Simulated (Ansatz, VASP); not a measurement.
KI: VASP beside Ansatz

Contents of POSCAR:

```
KI
1.0
    0.0000000000      3.5442832400      3.5442832400
    3.4964354162      0.0000000000      3.5442832400
    3.4964354162      3.5442832400      0.0000000000
K I
1 1
Direct
    0.0000000000      0.0000000000      0.0000000000
    0.5000000000      0.5000000000      0.5000000000
```

The input INCAR.step1:

```
PREC     = Accurate       # precision mode
ENCUT    = 520            # plane-wave cutoff, eV
ISMEAR   = 0              # smearing method
SIGMA    = 0.01           # smearing width, eV
LREAL    = False          # projectors in reciprocal space
LASPH    = True           # aspherical terms in the spheres
NELM     = 100            # most SCF steps
NBANDS   = 15             # bands
GGA      = PE             # functional
ALGO     = Normal         # electronic algorithm
EDIFF    = 1E-4           # SCF threshold, eV
LWAVE    = True           # write WAVECAR
LCHARG   = False          # write CHGCAR
```

The input INCAR.step2:

```
PREC     = Accurate       # precision mode
ENCUT    = 520            # plane-wave cutoff, eV
EDIFF    = 1E-7           # SCF threshold, eV
ISMEAR   = 0              # smearing method
SIGMA    = 0.01           # smearing width, eV
LREAL    = False          # projectors in reciprocal space
LASPH    = True           # aspherical terms in the spheres
NELM     = 100            # most SCF steps
ALGO     = Normal         # electronic algorithm
ISIF     = 2              # what is computed and relaxed
LWAVE    = False          # write WAVECAR
LCHARG   = False          # write CHGCAR
METAGGA  = R2SCAN         # meta-GGA
LMIXTAU  = True         
NBANDS   = 15             # bands
ISTART   = 1
```

File KPOINTS:

```
Automatic mesh
0
Gamma
  6 6 6
```

Input for Ansatz:

```yaml
crystal:
  lattice:
    - [0.0, 3.54428324, 3.54428324]
    - [3.4964354162, 0.0, 3.54428324]
    - [3.4964354162, 3.54428324, 0.0]
  atoms:
    - { symbol: K, position: [0.0, 0.0, 0.0] }
    - { symbol: I, position: [0.5, 0.5, 0.5] }
kpoints:
  mp_grid: { grid: [6, 6, 6] }
  band_path:
    path:
      - [0.0, 0.0, 0.0]
      - [0.5, 0.0, 0.5]
      - [0.625, 0.25, 0.625]
      - [0.375, 0.375, 0.75]
      - [0.5, 0.5, 0.5]
      - [0.5, 0.25, 0.75]
    npoints: 1
hamiltonian:
  xc: r2scan
scf:
  occupations: { method: fixed }
  n_extra_bands: 4
output:
  forces: true
  stress: true
  eigenvalues: true
```

Change from the starting cell: uniaxial_x strain -1.4%.

Alike in both runs: task single point; functional r2SCAN; k mesh 6 × 6 × 6; no spin polarisation.

```csv
,VASP,Ansatz
version,VASP 6.6.1,Ansatz 0.2.0
potentials or method,"VASP PAW PBE potentials, release 64 (K_sv, I)","plane waves, PAW"
plane-wave cutoff (eV),520,500
occupations,"gaussian, width 0.01 eV",fixed
valence electrons in the cell,16,26
```

```tsv
	VASP	Ansatz	Ansatz less VASP
gap on the k mesh at the Fermi level (eV)	4.61	4.62	+0.003
pressure (GPa)	0.2	0.2	0.00
traceless stress, the component that is largest in VASP (GPa)	0.27	0.27	-0.002
```

VASP's potentials were made for PBE, not for r2SCAN. VASP's potentials hold 16 valence electrons a cell and Ansatz's 26, so a difference there can come from the potentials and not from the codes.

Spin-orbit coupling is off throughout.
